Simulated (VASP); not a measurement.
# CuO (Cc) in VASP: settings compared, part 2 of 2

VASP 6.6.1.

## 5. Single point, LDA

This run uses another cell than the first one, of 10.57 Å³/atom.

The input, INCAR:

```
SYSTEM = CuO
ALGO = Normal
EDIFF = 1E-6
ENCUT = 520
ISIF = 2
ISMEAR = -1
LASPH = .True.
LCHARG = .False.
LREAL = .False.
LWAVE = .False.
NBANDS = 25
NELM = 60
PREC = Accurate
SIGMA = 0.05
```

The input, KPOINTS:

```
k-points
0
Gamma
  10 10 5
  0 0 0
```

The input, POSCAR:

```
CuO
1.0
    2.3755039530     -1.7359471401      0.0000000000
    2.3755039530      1.7359471401      0.0000000000
   -0.8718742338      0.0000000000      5.1260186872
Cu O
2 2
Direct
    0.0032000000      0.4968000000      0.0000000000
    0.4968000000      0.0032000000      0.5000000000
    0.5714000000      0.4056000000      0.2537000000
    0.4056000000      0.5714000000      0.7537000000
```

Potentials or basis: VASP PAW LDA potentials, release 64 (Cu, O).

Launch:

```sh
$ cat potpaw_LDA.64/Cu/POTCAR potpaw_LDA.64/O/POTCAR > POTCAR
$ mpirun -np 1 vasp_std > vasp.out
```

OUTCAR:

```text
SYSTEM = CuO
   EDIFF = 1E-6
   ENCUT = 520
   ISIF = 2
   ISMEAR = -1
   LASPH = .True.
   LREAL = .False.
   NELM = 60
   PREC = Accurate

 ion  position               nearest neighbor table
   1  0.003  0.497  0.000-   4 1.93   3 1.96   4 2.00   3 2.05
   2  0.497  0.003  0.500-   3 1.93   4 1.96   3 2.00   4 2.05
   3  0.571  0.406  0.254-   2 1.93   1 1.96   2 2.00   1 2.05
   4  0.406  0.571  0.754-   1 1.93   2 1.96   1 2.00   2 2.05

  LATTYP: Found a base centered monoclinic cell.
 ALAT       =     4.7510079060
 B/A-ratio  =     0.7307700490
 C/A-ratio  =     1.0944283419
 COS(beta)  =    -0.1676798045

  Lattice vectors:

 A1 = (   2.3755039530,  -1.7359471401,   0.0000000000)
 A2 = (   2.3755039530,   1.7359471401,   0.0000000000)
 A3 = (  -0.8718742338,   0.0000000000,   5.1260186872)

Analysis of symmetry for initial positions (statically):
=====================================================================
 Subroutine PRICEL returns:
 Original cell was already a primitive cell.

 Routine SETGRP: Setting up the symmetry group for a
 base centered monoclinic supercell.

 Subroutine GETGRP returns: Found  2 space group operations
[... 174 lines left out ...]
 cond. band min:       4.8080244866   @ k =   0.5000   0.2000   0.4000
 fundamental gap:      0.0123094306
 Fermi energy:         4.8016122072

 k-point     1 :       0.0000    0.0000    0.0000
  band No.  band energies     occupation
      1     -14.4164      2.00000
      2     -13.1419      2.00000
      3      -2.9650      2.00000
      4      -0.4672      2.00000
      5      -0.1086      2.00000
      6       1.6120      2.00000
[... 661 lines left out ...]
     24      17.7387      0.00000
     25      18.8853      0.00000

 [... further k-points ...]

------------------------ aborting loop because EDIFF is reached ----------------------------------------

  FORCE on cell =-STRESS in cart. coord.  units (eV):
  Direction    XX          YY          ZZ          XY          YZ          ZX
  --------------------------------------------------------------------------------------
  -------------------------------------------------------------------------------------
  Total       -4.1308807     -2.6347749     -4.7921361      0.0000000      0.0000000      0.1496879
  in kB     -156.5491806    -99.8508267   -181.6089692      0.0000000      0.0000000      5.6727667
  external PRESSURE =    -146.0029922 kB  Pullay stress =       0.0000000 kB

 VOLUME and BASIS-vectors are now :
 -----------------------------------------------------------------------------
  energy-cutoff  :      520.00
  volume of cell :       42.28
      direct lattice vectors                 reciprocal lattice vectors
     2.375503953 -1.735947140  0.000000000     0.210481654 -0.288027203  0.035800402
     2.375503953  1.735947140  0.000000000     0.210481654  0.288027203  0.035800402
    -0.871874234  0.000000000  5.126018687     0.000000000  0.000000000  0.195083175

 POSITION                                       TOTAL-FORCE (eV/Angst)
 -----------------------------------------------------------------------------------
      1.18775      0.85686      0.00000        -0.499679      0.242156      0.181964
      0.75181     -0.85686      2.56301        -0.499679     -0.242156      0.181964
      2.09967     -0.28782      1.30047         0.499679      0.575947     -0.181964
      1.66374      0.28782      3.86348         0.499679     -0.575947     -0.181964
 -----------------------------------------------------------------------------------
    total drift:                               -0.000427      0.000000     -0.000820

  FREE ENERGIE OF THE ION-ELECTRON SYSTEM (eV)
  ---------------------------------------------------
  free  energy   TOTEN  =       -22.9876941379 eV

  energy  without entropy=      -22.9679034221  energy(sigma->0) =      -22.97779878
```

It took 3.9 min on 1 thread of Intel Xeon 8259CL, shared host; peak memory 0.24 GiB.

What came out:

* Free energy: -22.9877 eV
* Pressure: -14.6 GPa
* Largest force: 0.784 eV/Å
* Band gap on the k mesh: zero (bands 17 and 18 overlap by 0.60 eV)

Forces in eV/Å, atoms in the order of the input:
```
Cu  -0.500  0.242  0.182
Cu  -0.500 -0.242  0.182
O    0.500  0.576 -0.182
O    0.500 -0.576 -0.182
```

Stress tensor (GPa, compression positive):
```
-15.65   0.00   0.57
  0.00  -9.99   0.00
  0.57   0.00 -18.16
```

Caveat: the stress differs along the axes, from -18 to -10 GPa; semilocal functionals often make such compounds metallic where correlation or magnetic order opens a gap, which also shifts bond lengths.

## 6. Single point, r2SCAN

This run uses another cell than the first one, of 9.55 Å³/atom.

The input, POSCAR:

```
CuO
1.0
    2.2967863347     -1.6784226623      0.0000000000
    2.2967863347      1.6784226623      0.0000000000
   -0.8429827377      0.0000000000      4.9561566325
Cu O
2 2
Direct
    0.0032000000      0.4968000000      0.0000000000
    0.4968000000      0.0032000000      0.5000000000
    0.5714000000      0.4056000000      0.2537000000
    0.4056000000      0.5714000000      0.7537000000
```

The input, INCAR.step1:

```
ALGO = Normal
EDIFF = 1E-4
ENCUT = 520
GGA = PE
ISMEAR = -1
LASPH = True
LCHARG = False
LREAL = False
LWAVE = True
NBANDS = 25
NELM = 60
PREC = Accurate
SIGMA = 0.05
```

The input, INCAR.step2:

```
ALGO = Normal
EDIFF = 1E-6
ENCUT = 520
ISIF = 2
ISMEAR = -1
ISTART = 1
LASPH = True
LCHARG = False
LMIXTAU = True
LREAL = False
LWAVE = False
METAGGA = R2SCAN
NBANDS = 25
NELM = 60
PREC = Accurate
SIGMA = 0.05
```

The input, KPOINTS:

```
k-points
0
Gamma
  10 10 5
```

Potentials or basis: VASP PAW PBE potentials, release 64 (Cu, O).

Launch:

```sh
$ cat potpaw_PBE.64/Cu/POTCAR potpaw_PBE.64/O/POTCAR > POTCAR
$ cp INCAR.step1 INCAR
$ mpirun -np 1 vasp_std > vasp.out
$ cp INCAR.step2 INCAR
$ mpirun -np 1 vasp_std > vasp.out
```

Wall time 9.4 min (1 thread of Intel Xeon 8259CL, shared host); peak memory 0.25 GiB.

Results (log left out):

```
Free energy            : -36.2407 eV
Pressure               : 12.8 GPa
Largest force          : 0.969 eV/Å
Band gap on the k mesh : zero (bands 17 and 18 overlap by 0.60 eV)
```

Forces in eV/Å, atoms in the order of the input:
```
Cu  -0.792  0.458  0.321
Cu  -0.792 -0.458  0.321
O    0.792  0.076 -0.321
O    0.792 -0.076 -0.321
```

Stress tensor (GPa, compression positive):
```
13.07  0.00 -3.24
 0.00 10.95  0.00
-3.24  0.00 14.49
```

Levels at points of the mesh, in eV from the Fermi level:
```
           k point  band 13  band 14  band 15  band 16  band 17  band 18  band 19  band 20  band 21  band 22
(0.00, 0.00, 0.00)    -2.72    -2.61    -2.51    -2.00     0.20     1.00     2.28     6.63     9.10    14.30
(0.50, 0.00, 0.00)    -2.46    -1.93    -1.80    -1.68    -0.02     0.30     5.31     7.11     7.76    12.13
(0.50, 0.50, 0.00)    -2.53    -2.48    -1.77    -1.50    -0.81     1.17     3.60     7.80     9.17    11.22
```

Caveat: the cell stands under pressure; the PAW data sets were made with another functional, which shifts forces and pressure a little; semilocal functionals often make such compounds metallic where correlation or magnetic order opens a gap, which also shifts bond lengths. With open d or f shells a metallic result of r2SCAN can be an artefact of self-interaction; +U or a hybrid may open a gap.

## 7. The runs side by side

| level | potentials or basis | cell | gap on the mesh (eV) | pressure (GPa) | largest force (eV/Å) |
| --- | --- | --- | --- | --- | --- |
| BLYP | VASP PAW PBE potentials, release 64 (Cu, O) | a = 2.904, b = 2.904, c = 5.132 Å, angles 97.8, 97.8, 72.3°, 4 atoms | none | 13.3 | 0.82 |
| LDA | VASP PAW LDA potentials, release 64 (Cu, O) | a = 2.923, b = 2.923, c = 5.166 Å, angles 97.8, 97.8, 72.3°, 4 atoms | none | -11.9 | 0.78 |
| BLYP | VASP PAW PBE potentials, release 64 (Cu, O) | a = 2.923, b = 2.923, c = 5.166 Å, angles 97.8, 97.8, 72.3°, 4 atoms | none | 9.4 | 0.76 |
| LDA | VASP PAW LDA potentials, release 64 (Cu, O) | a = 2.942, b = 2.942, c = 5.200 Å, angles 97.8, 97.8, 72.3°, 4 atoms | none | -14.6 | 0.78 |
| r2SCAN | VASP PAW PBE potentials, release 64 (Cu, O) | a = 2.845, b = 2.845, c = 5.027 Å, angles 97.8, 97.8, 72.3°, 4 atoms | none | 12.8 | 0.97 |

Alike in all rows: task single point; no spin polarisation; k mesh 10 × 10 × 5; cutoff (eV) 520; smearing fermi-dirac 0.05 eV.

Caveats: semilocal functionals often make such compounds metallic where correlation or magnetic order opens a gap, which also shifts bond lengths; the cell stands under pressure (at least some runs); the PAW data sets were made with another functional, which shifts forces and pressure a little (at least some runs); the stress differs along the axes, from -15 to -8 GPa (at least some runs); the stress differs along the axes, from -18 to -10 GPa (at least some runs).

Total energies depend on the potentials used, so only differences within one code and one set of settings carry meaning.
